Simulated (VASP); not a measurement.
# I (Fmmm) in VASP: a series of runs

I is run at these levels: PBE; tasks: single point.

Everything below comes from runs of VASP 6.6.1. Logs are shortened: lines on timing, memory, paths and dates and some standing lists are left out, and cuts for length are marked.

## Step 1: The cell of the first run

Symmetry: Fmmm, No. 69, orthorhombic system. Conventional cell: a = 4.384 Å, b = 4.731 Å, c = 7.820 Å, α = 90.00°, β = 90.00°, γ = 90.00°. Within 4.2 Å of I (site symmetry mmm) lie 4 I at 3.23 Å.

## Step 2: Single point, PBE

INCAR

```
PREC     = Accurate       # precision mode
ENCUT    = 520            # plane-wave cutoff, eV
EDIFF    = 1E-6           # SCF threshold, eV
ISMEAR   = 0              # smearing method
SIGMA    = 0.02           # smearing width, eV
LREAL    = False          # projectors in reciprocal space
LASPH    = True           # aspherical terms in the spheres
NELM     = 80             # most SCF steps
ALGO     = Normal         # electronic algorithm
ISIF     = 2              # what is computed and relaxed
LWAVE    = False          # write WAVECAR
LCHARG   = False          # write CHGCAR
GGA      = PE             # functional
NBANDS   = 10             # bands
```

KPOINTS

```
regular mesh
0
Gamma
  9 9 9
```

POSCAR

```
I
1.0
    0.0000000000      2.3656004428      3.9098401324
    2.1922454667      0.0000000000      3.9098401324
    2.1922454667      2.3656004428      0.0000000000
I
1
Direct
    0.0000000000      0.0000000000      0.0000000000
```

Potentials or basis: VASP PAW PBE potentials, release 64 (I).

On the command line:

```console
$ cat potpaw_PBE.64/I/POTCAR > POTCAR
$ mpirun -np 1 vasp_std > vasp.out
```

OUTCAR:

```text
PREC = Accurate
   ENCUT = 520
   EDIFF = 1E-6
   ISMEAR = 0
   LREAL = False
   LASPH = True
   NELM = 80
   ISIF = 2
   GGA = PE

 ion  position               nearest neighbor table
   1  0.000  0.000  0.000-

  LATTYP: Found a face centered orthorhombic cell.
 ALAT       =     4.3844909334
 B/A-ratio  =     1.0790764441
 C/A-ratio  =     1.7834864717

  Lattice vectors:

 A1 = (   0.0000000000,   2.3656004428,   3.9098401324)
 A2 = (   2.1922454667,   0.0000000000,   3.9098401324)
 A3 = (   2.1922454667,   2.3656004428,   0.0000000000)

Analysis of symmetry for initial positions (statically):
=====================================================================
 Subroutine PRICEL returns:
 Original cell was already a primitive cell.

 Routine SETGRP: Setting up the symmetry group for a
 face centered orthorhombic supercell.

 Subroutine GETGRP returns: Found  8 space group operations
 (whereof  8 operations were pure point group operations)
 out of a pool of  8 trial point group operations.

The static configuration has the point symmetry D_2h.

Analysis of symmetry for dynamics (positions and initial velocities):
=====================================================================
 Subroutine PRICEL returns:
 Original cell was already a primitive cell.

 Routine SETGRP: Setting up the symmetry group for a
 face centered orthorhombic supercell.

 Subroutine GETGRP returns: Found  8 space group operations
 (whereof  8 operations were pure point group operations)
 out of a pool of  8 trial point group operations.

The dynamic configuration has the point symmetry D_2h.

 Subroutine INISYM returns: Found  8 space group operations
 (whereof  8 operations are pure point group operations),
 and found     1 'primitive' translations

----------------------------------------------------------------------------------------

                                     Primitive cell

  volume of cell :      40.5527

  direct lattice vectors                    reciprocal lattice vectors
     0.000000000  2.365600443  3.909840132    -0.228076649  0.211362828  0.127882467
     2.192245467  0.000000000  3.909840132     0.228076649 -0.211362828  0.127882467
     2.192245467  2.365600443  0.000000000     0.228076649  0.211362828 -0.127882467

  length of vectors
[... 83 lines left out ...]
   NSW    =      0    number of steps for IOM
   IBRION =     -1    ionic relax: 0-MD 1-quasi-New 2-CG
   NFREE  =      0    steps in history (QN), initial steepest desc. (CG)
   ISIF   =      2    stress and relaxation
   ISYM   =      2    0-nonsym 1-usesym 2-fastsym
   POTIM  = 0.5000    time-step for ionic-motion
   TEBEG  =    0.0;   TEEND  =   0.0 temperature during run
   PSTRESS=    0.0 pullay stress
   NELECT =       7.0000    total number of electrons
   NUPDOWN=      -1.0000    fix difference up-down
   EMIN   =  10.00;   EMAX   =-10.00  energy-range for DOS
   EFERMI =   0.00;   METHOD = LEGACY
   ISMEAR =     0;   SIGMA  =   0.02  broadening in eV -4-tet -1-fermi 0-gaus
   EFERMI_NEDOS =   21; number of points for ismear=-14 and -15
   IALGO  =     38    algorithm
   IMIX   =      4    mixing-type and parameters
     AMIX     =   0.40;   BMIX     =  1.00
     AMIX_MAG =   1.60;   BMIX_MAG =  1.00
  volume/ion in A,a.u.               =      40.55       273.66
  Fermi-wavevector in a.u.,A,eV,Ry     =   0.911523  1.722529 11.304731  0.830874
  Thomas-Fermi vector in A             =   2.035812
   LORBIT       =      0    0 simple, 1 ext, 2 COOP (PROOUT), +10 PAW based schemes
   GGA     = PE    functional components
   LHFCALC =     F    Hartree Fock is set to
   AEXX    =    0.0000 exact exchange contribution
   IVDW    =     0    specifies the selected vdW correction
   LEPSILON=     F    determine dielectric tensor
   LRPA    =     F    only Hartree local field effects (RPA)
 non-spin polarized calculation
 Gauss-broadening in eV      SIGMA  =   0.02
  energy-cutoff  :      520.00
  volume of cell :       40.55
 maximum number of plane-waves:      1109
 NGX is ok and might be reduce to    36
   NGX = 17   NGY = 17   NGZ = 11

 number of electron       7.0000000 magnetization

 Free energy of the ion-electron system (eV)
  ---------------------------------------------------
  ext. energy  EPLUGINS =         0.00000000
  ---------------------------------------------------
  free energy    TOTEN  =        -1.38914615 eV

  energy without entropy =       -1.38898965  energy(sigma->0) =       -1.38906790

 E-fermi :   3.4938     XC(G=0):  -8.2597

 val. band max:        3.4762706321   @ k =   0.4444   0.3333   0.1111
 cond. band min:       3.4942780635   @ k =  -0.2222   0.0000   0.1111
 fundamental gap:      0.0180074314
 Fermi energy:         3.4938119443

 k-point     1 :       0.0000    0.0000    0.0000
  band No.  band energies     occupation
      1     -10.3835      2.00000
      2       1.5531      2.00000
      3       4.2735      0.00000
      4       4.5464      0.00000
      5       8.0362      0.00000
      6      10.9730      0.00000
      7      11.7010      0.00000
      8      15.6112      0.00000
      9      15.9271      0.00000
     10      15.9287      0.00000
[... 287 lines left out ...]
 k-point    24 :       0.4444    0.4444    0.0000
  band No.  band energies     occupation
      1     -10.1431      2.00000
      2      -0.5177      2.00000
      3       4.0569      0.00000
      4       4.3500      0.00000
      5      10.4657      0.00000
      6      10.8053      0.00000
      7      13.8619      0.00000
      8      18.2932      0.00000
      9      18.3769      0.00000
     10      18.5666      0.00000

 [... further k-points ...]

------------------------ aborting loop because EDIFF is reached ----------------------------------------

  FORCE on cell =-STRESS in cart. coord.  units (eV):
  Direction    XX          YY          ZZ          XY          YZ          ZX
  --------------------------------------------------------------------------------------
  -------------------------------------------------------------------------------------
  Total        0.0947278      0.0214987      0.1909243      0.0000000      0.0000000      0.0000000
  in kB        3.7425578      0.8493807      7.5431398      0.0000000      0.0000000      0.0000000
  external PRESSURE =       4.0450261 kB  Pullay stress =       0.0000000 kB

 VOLUME and BASIS-vectors are now :
 -----------------------------------------------------------------------------
  energy-cutoff  :      520.00
  volume of cell :       40.55
      direct lattice vectors                 reciprocal lattice vectors
     0.000000000  2.365600443  3.909840132    -0.228076649  0.211362828  0.127882467
     2.192245467  0.000000000  3.909840132     0.228076649 -0.211362828  0.127882467
     2.192245467  2.365600443  0.000000000     0.228076649  0.211362828 -0.127882467

 POSITION                                       TOTAL-FORCE (eV/Angst)
 -----------------------------------------------------------------------------------
      0.00000      0.00000      0.00000         0.000000      0.000000      0.000000
 -----------------------------------------------------------------------------------
    total drift:                                0.000000      0.000000      0.000000

  FREE ENERGIE OF THE ION-ELECTRON SYSTEM (eV)
  ---------------------------------------------------
  free  energy   TOTEN  =        -1.3891461488 eV

  energy  without entropy=       -1.3889896516  energy(sigma->0) =       -1.38906790
```

stdout:

```text
POSCAR found type information on POSCAR I
 POSCAR found :  1 types and       1 ions
 scaLAPACK will be used
 LDA part: xc-table for (Slater+PW92), standard interpolation
 POSCAR, INCAR and KPOINTS ok, starting setup
 FFT: planning ... GRIDC
 FFT: planning ... GRID_SOFT
 FFT: planning ... GRID
 WAVECAR not read
 entering main loop
```

Wall time 52 s (1 thread of Intel Xeon 8259CL, shared host); peak memory 0.2 GiB.

Results:

```yaml
Free_energy: -1.3891 eV
Pressure: 0.4 GPa
Band_gap_on_the_k_mesh: zero (an odd number of electrons rules out a gap without spin polarisation)
```

Caveat: spin-orbit coupling is left out, which moves the levels of the heavy elements; an odd number of electrons without spin polarisation forces a metal; a magnetic or distorted state may lie lower.

## Step 3: Single point, PBE

INCAR

```
SYSTEM = I
PREC = Accurate
ENCUT = 520
EDIFF = 1E-6
ISMEAR = 0
SIGMA = 0.020999999999999998
LREAL = .False.
LASPH = .True.
NELM = 100
ALGO = Normal
ISIF = 2
LWAVE = .False.
LCHARG = .False.
GGA = PE
NBANDS = 10
```

KPOINTS

```
regular mesh
0
Gamma
  9 9 9
  0 0 0
```

POSCAR is that of step 2.

Potentials or basis: VASP PAW PBE potentials, release 64 (I).

On the command line:

```console
$ cat potpaw_PBE.64/I/POTCAR > POTCAR
$ mpirun -np 1 vasp_std > vasp.out
```

OUTCAR:

```text
SYSTEM = I
   PREC = Accurate
   ENCUT = 520
   EDIFF = 1E-6
   ISMEAR = 0
   LREAL = .False.
   LASPH = .True.
   NELM = 100
   ISIF = 2
   GGA = PE

 ion  position               nearest neighbor table
   1  0.000  0.000  0.000-

  LATTYP: Found a face centered orthorhombic cell.
 ALAT       =     4.3844909334
 B/A-ratio  =     1.0790764441
 C/A-ratio  =     1.7834864717

  Lattice vectors:

 A1 = (   0.0000000000,   2.3656004428,   3.9098401324)
 A2 = (   2.1922454667,   0.0000000000,   3.9098401324)
 A3 = (   2.1922454667,   2.3656004428,   0.0000000000)

Analysis of symmetry for initial positions (statically):
=====================================================================
 Subroutine PRICEL returns:
 Original cell was already a primitive cell.

 Routine SETGRP: Setting up the symmetry group for a
 face centered orthorhombic supercell.

 Subroutine GETGRP returns: Found  8 space group operations
 (whereof  8 operations were pure point group operations)
 out of a pool of  8 trial point group operations.

The static configuration has the point symmetry D_2h.

Analysis of symmetry for dynamics (positions and initial velocities):
=====================================================================
 Subroutine PRICEL returns:
 Original cell was already a primitive cell.

 Routine SETGRP: Setting up the symmetry group for a
 face centered orthorhombic supercell.

 Subroutine GETGRP returns: Found  8 space group operations
 (whereof  8 operations were pure point group operations)
 out of a pool of  8 trial point group operations.

The dynamic configuration has the point symmetry D_2h.

 Subroutine INISYM returns: Found  8 space group operations
 (whereof  8 operations are pure point group operations),
 and found     1 'primitive' translations

----------------------------------------------------------------------------------------

                                     Primitive cell

  volume of cell :      40.5527

  direct lattice vectors                    reciprocal lattice vectors
     0.000000000  2.365600443  3.909840132    -0.228076649  0.211362828  0.127882467
     2.192245467  0.000000000  3.909840132     0.228076649 -0.211362828  0.127882467
     2.192245467  2.365600443  0.000000000     0.228076649  0.211362828 -0.127882467

  length of vectors
     4.569782852  4.482498193  3.225214046     0.336224818  0.336224818  0.336224818

  position of ions in fractional coordinates (direct lattice)
     0.000000000  0.000000000  0.000000000

  ion indices of the primitive-cell ions
   primitive index   ion index
                 1           1

----------------------------------------------------------------------------------------

 KPOINTS: regular mesh

Automatic generation of k-mesh.
 Grid dimensions read from file:
 generate k-points for:    9    9    9

 Generating k-lattice:

  Cartesian coordinates                     Fractional coordinates (reciprocal lattice)
    -0.025341850  0.023484759  0.014209163     0.111111111  0.000000000  0.000000000
     0.025341850 -0.023484759  0.014209163     0.000000000  0.111111111  0.000000000
     0.025341850  0.023484759 -0.014209163     0.000000000  0.000000000  0.111111111

  Length of vectors
     0.037358313  0.037358313  0.037358313

  Shift w.r.t. Gamma in fractional coordinates (k-lattice)
     0.000000000  0.000000000  0.000000000

 Subroutine IBZKPT returns following result:
 ===========================================

 Found    125 irreducible k-points:

 Following reciprocal coordinates:
            Coordinates               Weight
  0.000000  0.000000  0.000000      1.000000
  0.111111  0.000000  0.000000      8.000000
  0.222222  0.000000  0.000000      8.000000
  0.333333  0.000000  0.000000      8.000000
  0.444444  0.000000  0.000000      8.000000
  0.111111  0.111111  0.000000      2.000000
[... 16 lines left out ...]
 -0.333333  0.333333 -0.000000      4.000000
  0.444444  0.444444  0.000000      2.000000
 [... further k-points ...]
   k-points           NKPTS =    125   k-points in BZ     NKDIM =    125   number of bands    NBANDS=     10
   number of dos      NEDOS =    301   number of ions     NIONS =      1
   total plane-waves  NPLWV =  31104
   dimension x,y,z NGX =    36 NGY =   36 NGZ =   24
   dimension x,y,z NGXF=    72 NGYF=   72 NGZF=   48
   ions per type =               1
   NGX,Y,Z   is equivalent  to a cutoff of  13.10, 13.35, 12.37 a.u.
   NGXF,Y,Z  is equivalent  to a cutoff of  26.19, 26.70, 24.74 a.u.
 SYSTEM =  I
   PREC   = accura    normal or accurate (medium, high low for compatibility)
   ISTART =      0    job   : 0-new  1-cont  2-samecut
   ICHARG =      2    charge: 1-file 2-atom 10-const
   ISPIN  =      1    spin polarized calculation?
   LNONCOLLINEAR =      F non collinear calculations
   LSORBIT =      F    spin-orbit coupling
   LASPH  =      T    aspherical Exc in radial PAW
   ENCUT  =  520.0 eV  38.22 Ry    6.18 a.u.   8.50  8.33  6.00*2*pi/ulx,y,z
   NELM   =    100;   NELMIN=  2; NELMDL= -5     # of ELM steps
   EDIFF  = 0.1E-05   stopping-criterion for ELM
   LREAL  =      F    real-space projection
   EDIFFG = 0.1E-04   stopping-criterion for IOM
   NSW    =      0    number of steps for IOM
   IBRION =     -1    ionic relax: 0-MD 1-quasi-New 2-CG
   NFREE  =      0    steps in history (QN), initial steepest desc. (CG)
   ISIF   =      2    stress and relaxation
   ISYM   =      2    0-nonsym 1-usesym 2-fastsym
   POTIM  = 0.5000    time-step for ionic-motion
   TEBEG  =    0.0;   TEEND  =   0.0 temperature during run
   PSTRESS=    0.0 pullay stress
   NELECT =       7.0000    total number of electrons
   NUPDOWN=      -1.0000    fix difference up-down
   EMIN   =  10.00;   EMAX   =-10.00  energy-range for DOS
   EFERMI =   0.00;   METHOD = LEGACY
   ISMEAR =     0;   SIGMA  =   0.02  broadening in eV -4-tet -1-fermi 0-gaus
   EFERMI_NEDOS =   21; number of points for ismear=-14 and -15
   IALGO  =     38    algorithm
   IMIX   =      4    mixing-type and parameters
     AMIX     =   0.40;   BMIX     =  1.00
     AMIX_MAG =   1.60;   BMIX_MAG =  1.00
  volume/ion in A,a.u.               =      40.55       273.66
  Fermi-wavevector in a.u.,A,eV,Ry     =   0.911523  1.722529 11.304731  0.830874
  Thomas-Fermi vector in A             =   2.035812
   LORBIT       =      0    0 simple, 1 ext, 2 COOP (PROOUT), +10 PAW based schemes
   GGA     = PE    functional components
   LHFCALC =     F    Hartree Fock is set to
   AEXX    =    0.0000 exact exchange contribution
   IVDW    =     0    specifies the selected vdW correction
   LEPSILON=     F    determine dielectric tensor
   LRPA    =     F    only Hartree local field effects (RPA)
 non-spin polarized calculation
 Gauss-broadening in eV      SIGMA  =   0.02
  energy-cutoff  :      520.00
  volume of cell :       40.55
 maximum number of plane-waves:      1109
 NGX is ok and might be reduce to    36
   NGX = 17   NGY = 17   NGZ = 11

 number of electron       7.0000000 magnetization

 Free energy of the ion-electron system (eV)
  ---------------------------------------------------
  ext. energy  EPLUGINS =         0.00000000
  ---------------------------------------------------
  free energy    TOTEN  =        -1.38915407 eV

  energy without entropy =       -1.38898599  energy(sigma->0) =       -1.38907003

 E-fermi :   3.4939     XC(G=0):  -8.2597

 val. band max:        3.4762511147   @ k =   0.4444   0.3333   0.1111
 cond. band min:       3.4942822529   @ k =  -0.2222   0.0000   0.1111
 fundamental gap:      0.0180311381
 Fermi energy:         3.4939008043

 k-point     1 :       0.0000    0.0000    0.0000
  band No.  band energies     occupation
      1     -10.3835      2.00000
      2       1.5531      2.00000
      3       4.2735      0.00000
      4       4.5464      0.00000
      5       8.0362      0.00000
      6      10.9730      0.00000
      7      11.7010      0.00000
      8      15.6112      0.00000
      9      15.9270      0.00000
     10      15.9287      0.00000
[... 287 lines left out ...]
 k-point    24 :       0.4444    0.4444    0.0000
  band No.  band energies     occupation
      1     -10.1431      2.00000
      2      -0.5177      2.00000
      3       4.0570      0.00000
      4       4.3500      0.00000
      5      10.4657      0.00000
      6      10.8053      0.00000
      7      13.8619      0.00000
      8      18.2932      0.00000
      9      18.3770      0.00000
     10      18.5666      0.00000

 [... further k-points ...]

------------------------ aborting loop because EDIFF is reached ----------------------------------------

  FORCE on cell =-STRESS in cart. coord.  units (eV):
  Direction    XX          YY          ZZ          XY          YZ          ZX
  --------------------------------------------------------------------------------------
  -------------------------------------------------------------------------------------
  Total        0.0941666      0.0219264      0.1910230      0.0000000      0.0000000      0.0000000
  in kB        3.7203853      0.8662819      7.5470400      0.0000000      0.0000000      0.0000000
  external PRESSURE =       4.0445691 kB  Pullay stress =       0.0000000 kB

 VOLUME and BASIS-vectors are now :
 -----------------------------------------------------------------------------
  energy-cutoff  :      520.00
  volume of cell :       40.55
      direct lattice vectors                 reciprocal lattice vectors
     0.000000000  2.365600443  3.909840132    -0.228076649  0.211362828  0.127882467
     2.192245467  0.000000000  3.909840132     0.228076649 -0.211362828  0.127882467
     2.192245467  2.365600443  0.000000000     0.228076649  0.211362828 -0.127882467

 POSITION                                       TOTAL-FORCE (eV/Angst)
 -----------------------------------------------------------------------------------
      0.00000      0.00000      0.00000         0.000000     -0.000000     -0.000000
 -----------------------------------------------------------------------------------
    total drift:                                0.000000      0.000000      0.000000

  FREE ENERGIE OF THE ION-ELECTRON SYSTEM (eV)
  ---------------------------------------------------
  free  energy   TOTEN  =        -1.3891540678 eV

  energy  without entropy=       -1.3889859921  energy(sigma->0) =       -1.38907003
```

Wall time 57 s (1 thread of Intel Xeon 8259CL, shared host); peak memory 0.2 GiB.

What came out:

| Property | Result |
| --- | --- |
| Free energy | -1.3892 eV |
| Pressure | 0.4 GPa |
| Band gap on the k mesh | zero (an odd number of electrons rules out a gap without spin polarisation) |

Caveat: spin-orbit coupling is left out, which moves the levels of the heavy elements; an odd number of electrons without spin polarisation forces a metal; a magnetic or distorted state may lie lower.
